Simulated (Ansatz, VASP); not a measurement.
## GaN in VASP and in Ansatz

INCAR

```
  PREC = Accurate
  ENCUT = 520
  EDIFF = 1E-6
  ISMEAR = 0
  SIGMA = 0.01
  LREAL = F
  LASPH = T
  NELM = 60
  ALGO = Normal
  ISIF = 2
  LWAVE = F
  LCHARG = T
  GGA = CA
  LELF = T
  LVHAR = T
  NBANDS = 26
```

KPOINTS

```
regular mesh
0
Gamma
  8 8 4
```

File POSCAR:

```
GaN
1.0
    3.0844851578      0.0000000000      0.0000000000
   -1.5422425789      2.6712425043      0.0000000000
    0.0000000000      0.0000000000      5.0304960996
Ga N
2 2
Direct
    0.3333333333      0.6666666667     -0.0005607598
    0.6666666667      0.3333333333      0.4994392402
    0.3333333333      0.6666666667      0.3755607598
    0.6666666667      0.3333333333      0.8755607598
```

Input for Ansatz:

```yaml
crystal:
  lattice:
    - [3.08448515784, 0.0, 0.0]
    - [-1.54224257892, 2.67124250428, 0.0]
    - [0.0, 0.0, 5.03049609959]
  atoms:
    - { symbol: Ga, position: [0.333333333333, 0.666666666667, -0.000560759763] }
    - { symbol: Ga, position: [0.666666666667, 0.333333333333, 0.499439240237] }
    - { symbol: "N", position: [0.333333333333, 0.666666666667, 0.375560759763] }
    - { symbol: "N", position: [0.666666666667, 0.333333333333, 0.875560759763] }
kpoints:
  mp_grid: { grid: [8, 8, 4] }
scf:
  occupations: { method: fixed }
  convergence: { dr2_threshold: 1.0e-10 }
hamiltonian:
  xc: lda
  pseudopotentials: { kind: all_electron, lapw: { basis_error: 0.0005 } }
output:
  forces: true
  stress: true
  eigenstates:
    kpoints:
      - [0.0, 0.0, 0.0]
      - [0.0, 0.0, -0.5]
      - [-0.5, 0.0, 0.0]
      - [-0.5, 0.5, 0.0]
      - [0.0, -0.5, 0.0]
      - [-0.5, 0.0, -0.5]
      - [-0.5, 0.5, -0.5]
      - [0.0, -0.5, -0.5]
  eigenvalues: true
```

Alike in both runs: task single point; functional LDA; k mesh 8 × 8 × 4; no spin polarisation.

|  | VASP | Ansatz |
| --- | --- | --- |
| version | VASP 6.6.1 | Ansatz 0.2.0 |
| potentials or method | VASP PAW LDA potentials, release 64 (Ga_d, N), cutoff 520 eV | all-electron LAPW, scalar-relativistic |
| occupations | gaussian, width 0.01 eV | fixed |

```tsv
	VASP	Ansatz	Ansatz less VASP
gap on the k mesh at the Fermi level (eV)	2.58	2.57	-0.008
pressure (GPa)	16.4	15.3	-1.18
```

LDA's correlation is that of Perdew and Zunger in VASP and of Perdew and Wang (1992) in Ansatz. Ansatz ran all-electron here, and VASP with PAW potentials.
